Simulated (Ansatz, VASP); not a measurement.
**Two plane-wave programs on InO**

```xyz
4
Lattice="3.6459 0.0000 0.0000 -1.8229 3.1574 0.0000 0.0000 0.0000 14.2468" Properties=species:S:1:pos:R:3 pbc="T T T"
In    1.8229    1.0525    8.4059
In    1.8229    1.0525    5.8409
O     0.0000    0.0000    9.1161
O     0.0000    0.0000    5.1307
```

Alike in both runs: task single point; functional PBEsol; dispersion D3(BJ); k mesh 12 × 12 × 4; occupations gaussian, width 0.03 eV; no spin polarisation.

|  | VASP | Ansatz |
| --- | --- | --- |
| version | VASP 6.6.1 | Ansatz 0.2.0 |
| potentials or method | VASP PAW PBE potentials, release 64 (In_d, O), cutoff 520 eV | scalar-relativistic, plane waves, PAW |
| valence electrons in the cell | 38 | 38 |

Ansatz gave:

```
gap on the k mesh at the Fermi level (eV) : 0.23
least direct gap on the mesh (eV)         : 0.80
rms of the force components (eV/Å)        : 0.902
```

Q: What did VASP give for the same quantities?

A: gap on the k mesh at the Fermi level (eV): 0.21; least direct gap on the mesh (eV): 0.79; rms of the force components (eV/Å): 0.891.

VASP's potentials were made for PBE, not for PBEsol. Atom by atom the forces differ by 0.015 eV/Å (rms over components).
